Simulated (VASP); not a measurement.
A run of VASP 6.6.1 is set up as follows.

Contents of INCAR:

```
SYSTEM = Rh
PREC     = Accurate       ! precision mode
ENCUT    = 520            ! plane-wave cutoff, eV
EDIFF    = 1E-6           ! SCF threshold, eV
ISMEAR   = -1             ! smearing method
SIGMA    = 0.05           ! smearing width, eV
LREAL    = .False.        ! projectors in reciprocal space
LASPH    = .True.         ! aspherical terms in the spheres
NELM     = 100            ! most SCF steps
ALGO     = Normal         ! electronic algorithm
ISIF     = 2              ! what is computed and relaxed
LWAVE    = .False.        ! write WAVECAR
LCHARG   = .False.        ! write CHGCAR
GGA      = PE             ! functional
NBANDS   = 14             ! bands
```

The input KPOINTS:

```
regular mesh
0
Gamma
  12 12 12
  0 0 0
```

File POSCAR:

```
Rh
1.0
    0.0000000000      1.9145803032      1.9145803032
    1.9145803032      0.0000000000      1.9145803032
    1.9145803032      1.9145803032      0.0000000000
Rh
1
Direct
    0.0000000000      0.0000000000      0.0000000000
```

Potentials or basis: VASP PAW PBE potentials, release 64 (Rh_pv).

The run is started by

```sh
$ cat potpaw_PBE.64/Rh_pv/POTCAR > POTCAR
$ mpirun -np 1 vasp_std > vasp.out
```

(1) Estimate the pressure.

Answers

(1) 0.2 GPa.
